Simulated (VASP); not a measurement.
# HfB (Fm-3m) in VASP: further runs, part 3 of 3

VASP 6.6.1.

## (4) Electric field gradients, LDA (13.07 Å³/atom)

This run uses another cell than the first one, of 13.07 Å³/atom.

The input, INCAR:

```
PREC = Accurate
ENCUT = 520
EDIFF = 1E-8
ISMEAR = -1
SIGMA = 0.05
LREAL = False
LASPH = True
NELM = 80
ALGO = Normal
ISIF = 2
LWAVE = False
LCHARG = False
LEFG = True
NBANDS = 14
```

The input, KPOINTS:

```
regular mesh
0
Gamma
  15 15 15
```

The input, POSCAR:

```
HfB
1.0
    0.0000000000      2.3553056198      2.3553056198
    2.3553056198      0.0000000000      2.3553056198
    2.3553056198      2.3553056198      0.0000000000
Hf B
1 1
Direct
    0.5000000000      0.5000000000      0.5000000000
    0.0000000000      0.0000000000      0.0000000000
```

Potentials or basis: VASP PAW LDA potentials, release 64 (Hf_pv, B).

Command:

```
cat potpaw_LDA.64/Hf_pv/POTCAR potpaw_LDA.64/B/POTCAR > POTCAR
mpirun -np 1 vasp_std > vasp.out
```

OUTCAR:

```text
PREC = Accurate
   ENCUT = 520
   EDIFF = 1E-8
   ISMEAR = -1
   LREAL = False
   LASPH = True
   NELM = 80
   ISIF = 2

 ion  position               nearest neighbor table
   1  0.500  0.500  0.500-   2 2.36   2 2.36   2 2.36   2 2.36   2 2.36   2 2.36
   2  0.000  0.000  0.000-   1 2.36   1 2.36   1 2.36   1 2.36   1 2.36   1 2.36

  LATTYP: Found a face centered cubic cell.
 ALAT       =     4.7106112396

  Lattice vectors:

 A1 = (   0.0000000000,   2.3553056198,   2.3553056198)
 A2 = (   2.3553056198,   0.0000000000,   2.3553056198)
 A3 = (   2.3553056198,   2.3553056198,   0.0000000000)

Analysis of symmetry for initial positions (statically):
=====================================================================
 Subroutine PRICEL returns:
 Original cell was already a primitive cell.

 Routine SETGRP: Setting up the symmetry group for a
 face centered cubic supercell.

 Subroutine GETGRP returns: Found 48 space group operations
 (whereof 48 operations were pure point group operations)
 out of a pool of 48 trial point group operations.

The static configuration has the point symmetry O_h .

Analysis of symmetry for dynamics (positions and initial velocities):
=====================================================================
 Subroutine PRICEL returns:
 Original cell was already a primitive cell.

 Routine SETGRP: Setting up the symmetry group for a
 face centered cubic supercell.

 Subroutine GETGRP returns: Found 48 space group operations
 (whereof 48 operations were pure point group operations)
 out of a pool of 48 trial point group operations.

The dynamic configuration has the point symmetry O_h .

[... 551 lines left out ...]
      6       5.3671      0.00001
      7       5.9995      0.00000
      8       6.5834      0.00000
      9       8.9233      0.00000
     10      10.2350      0.00000
     11      10.8029      0.00000
     12      13.3631      0.00000
     13      18.2250      0.00000
     14      18.6033      0.00000

 [... further k-points ...]

------------------------ aborting loop because EDIFF is reached ----------------------------------------

  FORCE on cell =-STRESS in cart. coord.  units (eV):
  Direction    XX          YY          ZZ          XY          YZ          ZX
  --------------------------------------------------------------------------------------
  -------------------------------------------------------------------------------------
  Total        0.9825860      0.9825860      0.9825860      0.0000000      0.0000000      0.0000000
  in kB       60.2433857     60.2433857     60.2433857      0.0000000      0.0000000      0.0000000
  external PRESSURE =      60.2433857 kB  Pullay stress =       0.0000000 kB

 VOLUME and BASIS-vectors are now :
 -----------------------------------------------------------------------------
  energy-cutoff  :      520.00
  volume of cell :       26.13
      direct lattice vectors                 reciprocal lattice vectors
     0.000000000  2.355305620  2.355305620    -0.212286676  0.212286676  0.212286676
     2.355305620  0.000000000  2.355305620     0.212286676 -0.212286676  0.212286676
     2.355305620  2.355305620  0.000000000     0.212286676  0.212286676 -0.212286676

 POSITION                                       TOTAL-FORCE (eV/Angst)
 -----------------------------------------------------------------------------------
      2.35531      2.35531      2.35531        -0.000000     -0.000000     -0.000000
      0.00000      0.00000      0.00000         0.000000      0.000000      0.000000
 -----------------------------------------------------------------------------------
    total drift:                                0.000000      0.000000      0.000000

  FREE ENERGIE OF THE ION-ELECTRON SYSTEM (eV)
  ---------------------------------------------------
  free  energy   TOTEN  =       -18.9939984187 eV

  energy  without entropy=      -18.9859125374  energy(sigma->0) =      -18.98995548

 Electric field gradients (V/A^2)
---------------------------------------------------------------------
 ion       V_xx      V_yy      V_zz      V_xy      V_xz      V_yz
---------------------------------------------------------------------
   1       0.000    -0.000     0.000    -0.000    -0.000    -0.000
   2      -0.000     0.000    -0.000    -0.000    -0.000    -0.000
---------------------------------------------------------------------

 Electric field gradients after diagonalization (V/A^2)
 (convention: |V_zz| > |V_xx| > |V_yy|)
----------------------------------------------------------------------
 ion       V_xx      V_yy      V_zz     asymmetry (V_yy - V_xx)/ V_zz
----------------------------------------------------------------------
   1       0.000     0.000    -0.001       0.000
   2       0.000     0.000    -0.000       0.000
----------------------------------------------------------------------

           NMR quadrupolar parameters

 Cq : quadrupolar parameter    Cq=e*Q*V_zz/h
 eta: asymmetry parameters     (V_yy - V_xx)/ V_zz
 Q  : nuclear electric quadrupole moment in mb (millibarn)
----------------------------------------------------------------------
 ion       Cq(MHz)       eta       Q (mb)
----------------------------------------------------------------------
   1      -0.000       0.000       1.000
   2      -0.000       0.000       1.000
----------------------------------------------------------------------
```

It took 41 s on 1 thread of Intel Xeon Platinum 8375C at 2.90GHz (Ice Lake), shared host; peak memory 0.17 GiB.

Results:

| Property | Result |
| --- | --- |
| Free energy | -18.9940 eV |
| Pressure | 6.0 GPa |
| Band gap on the k mesh | zero (an odd number of electrons rules out a gap without spin polarisation) |
| Largest electric field gradient by atom | zero within the noise of the run |

Caveat: the cell stands under pressure; spin-orbit coupling is left out, which moves the levels of the heavy elements.

## (5) Electric field gradients, LDA (11.59 Å³/atom)

This run uses another cell than the first one, of 11.59 Å³/atom.

The input, INCAR:

```
ALGO     = Normal         # electronic algorithm
EDIFF    = 1E-8           # SCF threshold, eV
ENCUT    = 520            # plane-wave cutoff, eV
GGA      = CA             # functional
ISIF     = 2              # what is computed and relaxed
ISMEAR   = -1             # smearing method
LASPH    = True           # aspherical terms in the spheres
LCHARG   = False          # write CHGCAR
LEFG     = True         
LREAL    = False          # projectors in reciprocal space
LWAVE    = False          # write WAVECAR
NBANDS   = 14             # bands
NELM     = 80             # most SCF steps
PREC     = Accurate       # precision mode
SIGMA    = 0.05           # smearing width, eV
```

The input, KPOINTS:

```
k-points
0
Gamma
  15 15 15
```

The input, POSCAR:

```
HfB
1.0
    0.0000000000      2.2628439111      2.2628439111
    2.2628439111      0.0000000000      2.2628439111
    2.2628439111      2.2628439111      0.0000000000
Hf B
1 1
Direct
    0.5000000000      0.5000000000      0.5000000000
    0.0000000000      0.0000000000      0.0000000000
```

Potentials or basis: VASP PAW LDA potentials, release 64 (Hf_pv, B).

Command:

```
cat potpaw_LDA.64/Hf_pv/POTCAR potpaw_LDA.64/B/POTCAR > POTCAR
mpirun -np 1 vasp_std > vasp.out
```

OUTCAR:

```text
EDIFF = 1E-8
   ENCUT = 520
   GGA = CA
   ISIF = 2
   ISMEAR = -1
   LASPH = True
   LREAL = False
   NELM = 80
   PREC = Accurate

 ion  position               nearest neighbor table
   1  0.500  0.500  0.500-   2 2.26   2 2.26   2 2.26   2 2.26   2 2.26   2 2.26
   2  0.000  0.000  0.000-   1 2.26   1 2.26   1 2.26   1 2.26   1 2.26   1 2.26

  LATTYP: Found a face centered cubic cell.
 ALAT       =     4.5256878222

  Lattice vectors:

 A1 = (   0.0000000000,   2.2628439111,   2.2628439111)
 A2 = (   2.2628439111,   0.0000000000,   2.2628439111)
 A3 = (   2.2628439111,   2.2628439111,   0.0000000000)

Analysis of symmetry for initial positions (statically):
[... 617 lines left out ...]
  free  energy   TOTEN  =       -18.6097973549 eV

  energy  without entropy=      -18.6013277835  energy(sigma->0) =      -18.60556257

 Electric field gradients (V/A^2)
---------------------------------------------------------------------
 ion       V_xx      V_yy      V_zz      V_xy      V_xz      V_yz
---------------------------------------------------------------------
   1      -0.000     0.000     0.000    -0.000    -0.000    -0.000
   2      -0.000    -0.000    -0.000     0.000     0.000     0.000
---------------------------------------------------------------------

 Electric field gradients after diagonalization (V/A^2)
 (convention: |V_zz| > |V_xx| > |V_yy|)
----------------------------------------------------------------------
 ion       V_xx      V_yy      V_zz     asymmetry (V_yy - V_xx)/ V_zz
----------------------------------------------------------------------
   1       0.000     0.000    -0.001       0.000
   2      -0.000    -0.000     0.000       0.000
----------------------------------------------------------------------

           NMR quadrupolar parameters

 Cq : quadrupolar parameter    Cq=e*Q*V_zz/h
 eta: asymmetry parameters     (V_yy - V_xx)/ V_zz
 Q  : nuclear electric quadrupole moment in mb (millibarn)
----------------------------------------------------------------------
 ion       Cq(MHz)       eta       Q (mb)
----------------------------------------------------------------------
   1      -0.000       0.000       1.000
   2       0.000       0.000       1.000
----------------------------------------------------------------------
```

stdout:

```text
POSCAR found type information on POSCAR HfB
 POSCAR found :  2 types and       2 ions
 scaLAPACK will be used
 LDA part: xc-table for (Slater(with rela. corr.)+CA(PZ))
 , standard interpolation
 POSCAR, INCAR and KPOINTS ok, starting setup
 FFT: planning ... GRIDC
 FFT: planning ... GRID_SOFT
 FFT: planning ... GRID
 WAVECAR not read
 entering main loop
ion   1

ion   2
```

Wall time 39 s (1 thread of Intel Xeon 8259CL, shared host); peak memory 0.16 GiB.

What came out:

* Free energy: -18.6098 eV
* Pressure: 38.4 GPa
* Band gap on the k mesh: zero (an odd number of electrons rules out a gap without spin polarisation)
* Largest electric field gradient by atom: zero within the noise of the run

Caveat: the cell stands under pressure; spin-orbit coupling is left out, which moves the levels of the heavy elements.

## (6) The runs side by side

| cell | gap on the mesh (eV) | pressure (GPa) |
| --- | --- | --- |
| a = 3.310 Å, angles 60.0°, 2 atoms | none | 10.3 |
| a = 3.331 Å, angles 60.0°, 2 atoms | none | 6.0 |
| a = 3.200 Å, angles 60.0°, 2 atoms | none | 38.4 |

Alike in all rows: task electric field gradients; level LDA; potentials or basis VASP PAW LDA potentials, release 64 (Hf_pv, B); no spin polarisation; k mesh 15 × 15 × 15; cutoff (eV) 520; smearing fermi-dirac 0.05 eV.

Caveats: the cell stands under pressure; spin-orbit coupling is left out, which moves the levels of the heavy elements.

Total energies depend on the potentials used, so only differences within one code and one set of settings carry meaning.
